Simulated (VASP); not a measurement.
## WC (CsCl type): single point with PBE

Crystal: WC (CsCl type).

```
CELL_PARAMETERS angstrom
2.59338 0.00000 0.00000
0.00000 2.59338 0.00000
0.00000 0.00000 2.59338
ATOMIC_POSITIONS crystal
W 0.00000 0.00000 0.00000
C 0.50000 0.50000 0.50000
```

```json
{
  "Program": "VASP 6.6.1",
  "Task": "single point",
  "Functional": "PBE",
  "Potentials or basis": "VASP PAW PBE potentials, release 64 (W_sv, C)",
  "Cutoff": "520 eV",
  "k mesh": "15 × 15 × 15",
  "Occupations": "fermi-dirac, width 0.08 eV",
  "Spin": "no spin polarisation",
  "Dipole correction": "no",
  "Further INCAR settings": "ALGO = Normal; EDIFF = 1e-06; NBANDS = 16"
}
```

```json
{
 "Pressure": "78.6 GPa",
 "Band gap on the k mesh": "zero (bands 9 and 10 overlap by 8.06 eV)"
}
```

Levels at points of the mesh, in eV from the Fermi level:
| k point | band 5 | band 6 | band 7 | band 8 | band 9 | band 10 | band 11 | band 12 | band 13 | band 14 |
| --- | --- | --- | --- | --- | --- | --- | --- | --- | --- | --- |
| (0.00, 0.00, 0.00) | -16.67 | -6.16 | -6.16 | 0.05 | 0.05 | 0.05 | 3.61 | 3.61 | 3.61 | 9.63 |

Wall time 33 s on 1 thread of Intel Xeon 8259CL, on a shared host, peak memory 0.15 GiB.

Caveat: the cell stands under pressure; spin-orbit coupling is left out, which moves the levels of the heavy elements.
